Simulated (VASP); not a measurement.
Runs of VASP 6.6.1 on SnO (Romarchite). The structure is that of space group P4/nmm (No. 129), or close to it. The cells are those of the table. 

```csv
cell,gap on the mesh (eV),pressure (GPa),largest force (eV/Å)
"a = 3.849, b = 3.849, c = 4.905 Å, 4 atoms",0.21,1.1,0.06
"a = 3.640, b = 3.640, c = 4.639 Å, 4 atoms",none,22.7,(a)
"a = 3.747, b = 3.747, c = 4.775 Å, 4 atoms",none,(c),1.27
"a = 3.945, b = 3.945, c = 5.027 Å, 4 atoms",0.46,-4.5,0.83
"a = 3.897, b = 3.897, c = 4.967 Å, 4 atoms",0.34,(b),0.42
```

Alike in all rows: task single point; level PBE; potentials or basis VASP PAW PBE potentials, release 64 (Sn_d, O); no spin polarisation; k mesh 6 × 6 × 4; cutoff (eV) 520; smearing fermi-dirac 0.1 eV.

Question: Fill in the values left out.

Answer: (a) 2.86; (b) -2.0; (c) 9.7.

Caveats: spin-orbit coupling is left out, which moves the levels of the heavy elements; forces of over 1 eV/Å act on the atoms, so gaps and moduli don't describe the material at rest (some runs).

A k mesh can miss the band edges, and the runs leave out spin-orbit coupling on Sn.

A gap of «none» marks levels without a gap at the run's occupations.
